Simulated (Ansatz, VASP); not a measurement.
**Cs3Cl2: VASP beside Ansatz**

```
CELL_PARAMETERS angstrom
5.98485 0.00000 0.00000
-2.99242 5.18303 0.00000
0.00000 0.00000 7.03651
ATOMIC_POSITIONS crystal
Cs 0.00000 0.00000 0.00000
Cs 0.33333 0.66667 0.67643
Cs 0.66667 0.33333 0.32357
Cl 0.33333 0.66667 0.16880
Cl 0.66667 0.33333 0.83120
```

Alike in both runs: functional r2SCAN; k mesh 3 × 3 × 4; occupations gaussian, width 0.1 eV; no spin polarisation.

Ansatz relaxed the structure, and its values are those at the end. VASP's run is a single point on that final structure, the one shown.

|  | VASP | Ansatz |
| --- | --- | --- |
| version | VASP 6.6.1 | Ansatz 0.2.0 |
| potentials or method | VASP PAW PBE potentials, release 64 (Cs_sv, Cl), cutoff 520 eV | scalar-relativistic, plane waves, PAW |
| valence electrons in the cell | 41 | 41 |

```tsv
	VASP	Ansatz	Ansatz less VASP
gap on the k mesh at the Fermi level (eV)	none	none	-
pressure (GPa)	0.1	0.1	-0.02
rms of the force components (eV/Å)	0.010	0.008	-0.0016
```

VASP's potentials were made for PBE, not for r2SCAN. A gap of «none» marks a metal or a gap that the smearing closes.

The k mesh is coarse, so the values compare programs but aren't converged. Spin-orbit coupling is off throughout.
